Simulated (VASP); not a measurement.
A run of VASP 6.6.1:

Contents of INCAR:

```
  ALGO = Normal
  EDIFF = 1E-7
  ENCUT = 520
  GGA = PE
  ISIF = 2
  ISMEAR = 0
  LASPH = T
  LCHARG = F
  LREAL = F
  LWAVE = F
  NBANDS = 17
  NELM = 60
  PREC = Accurate
  SIGMA = 0.05
```

The input KPOINTS:

```
k-points
0
Gamma
  8 8 8
```

The input POSCAR:

```
TePb
1.0
    0.0000000000      3.2270000000      3.2270000000
    3.2270000000      0.0000000000      3.2270000000
    3.2270000000      3.2270000000      0.0000000000
Te Pb
1 1
Direct
    0.5000000000      0.5000000000      0.5000000000
    0.0406724512     -0.0406724512      0.0406724512
```

Potentials or basis: VASP PAW PBE potentials, release 64 (Te, Pb_d).

Command:

```console
$ cat potpaw_PBE.64/Te/POTCAR potpaw_PBE.64/Pb_d/POTCAR > POTCAR
$ mpirun -np 1 vasp_std > vasp.out
```

Hardware: 1 thread of Intel Xeon 8259CL, with other jobs on the host.

**Question.** Estimate the wall time of this run.

**Answer.** Run time: 84 s on 1 thread of Intel Xeon 8259CL (shared host), peak memory 0.24 GiB. Counts: scf iterations 15, k points 59.
